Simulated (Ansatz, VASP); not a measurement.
NiO: VASP beside Ansatz

```xyz
4
Lattice="2.0885 2.0885 4.1770 4.1770 2.0885 2.0885 2.0885 4.1770 2.0885" Properties=species:S:1:pos:R:3 pbc="T T T"
Ni    0.0000    0.0000    0.0000
Ni    4.1770    4.1770    4.1770
O     2.0885    2.0885    2.0885
O     6.2655    6.2655    6.2655
```

Alike in both runs: task relaxation of cell and atoms; functional PBE; k mesh 6 × 6 × 6; collinear spin; Hubbard terms Ni d U = 6.0 eV.

|  | VASP | Ansatz |
| --- | --- | --- |
| version | VASP 6.6.1 | Ansatz 0.2.0 |
| potentials or method | VASP PAW PBE potentials, release 64 (Ni, O) | scalar-relativistic, plane waves, PAW |
| plane-wave cutoff (eV) | 600 | 420 |
| occupations | gaussian, width 0.01 eV | fixed |
| valence electrons in the cell | 32 | 48 |

```tsv
	VASP	Ansatz	Ansatz less VASP
gap on the k mesh at the Fermi level, each at its own relaxed structure (eV)	3.38	2.77	-0.606
net moment per atom (μB)	0.00	0.00	0.000
size of the moment on the site where the two differ most (μB)	1.74	1.68	-0.060
relaxed volume (Å³/atom)	9.14	9.59	+0.448
relaxed cell length with the largest relative difference (Å)	5.120	5.200	+0.0796
```

Site moments also hang on the region over which each program counts them. The programs project onto different local orbitals, so the same U acts differently, and such runs can settle in different states. VASP's potentials hold 32 valence electrons a cell and Ansatz's 48, so a difference there can come from the potentials and not from the codes. Ansatz's warnings: end state compared, metallic iterate.
